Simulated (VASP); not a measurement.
Crystal: ZnO (k07).

```
Zn O
1.0
     3.24931    0.00000    0.00000
    -1.62465    2.81398    0.00000
     0.00000    0.00000    5.20571
Zn O
2 2
Direct
  0.33333 0.66667 0.50000
  0.66667 0.33333 0.00000
  0.66667 0.33333 0.37901
  0.33333 0.66667 0.87901
```

| Quantity | Value |
| --- | --- |
| Program | VASP 6.6.1 |
| Task | relaxation of cell and atoms |
| Functional | PBE |
| Potentials or basis | VASP PAW PBE potentials, release 64 (Zn, O) |
| Cutoff | 600 eV |
| k mesh | 15 × 15 × 8 |
| Occupations | gaussian, width 0.02 eV |
| Spin | no spin polarisation |

At the start: pressure 5.8 GPa; volume 11.90 Å³/atom.

Problem. Where does the relaxation end?

Solution. Over 13 steps the energy falls by 9.0 meV/atom and the volume is 12.40 Å³/atom (+4.2 %); space group P6_3mc (No. 186, to 0.05 Å).

The path:
| step | energy change (eV) | largest force (eV/Å) | pressure (GPa) | volume (Å³) |
| --- | --- | --- | --- | --- |
| 1 | 0.0000 | 0.0740 | 5.81 | 47.60 |
| 2 | -0.0272 | 0.0275 | -2.53 | 50.63 |
| 3 | -0.0357 | 0.0016 | 0.01 | 49.59 |
| 4 | -0.0357 | 0.0026 | -0.11 | 49.63 |
| 5 | -0.0358 | 0.0098 | 0.05 | 49.58 |
| 6 | -0.0358 | 0.0106 | 0.04 | 49.57 |
| 7 | -0.0358 | 0.0120 | 0.08 | 49.56 |
| 8 | -0.0358 | 0.0110 | 0.08 | 49.56 |
| 9 | -0.0358 | 0.0104 | 0.02 | 49.58 |
| 10 | -0.0358 | 0.0098 | -0.03 | 49.60 |
| 11 | -0.0358 | 0.0003 | 0.00 | 49.59 |
| 12 | -0.0358 | 0.0002 | 0.01 | 49.59 |
| 13 | -0.0358 | 0.0003 | 0.01 | 49.59 |

Final structure:
```
Zn O
1.0
     3.28601    0.00000    0.00000
    -1.64301    2.84577    0.00000
     0.00000    0.00000    5.30334
Zn O
2 2
Direct
  0.33333 0.66667 0.49997
  0.66667 0.33333 0.99997
  0.66667 0.33333 0.37904
  0.33333 0.66667 0.87904
```
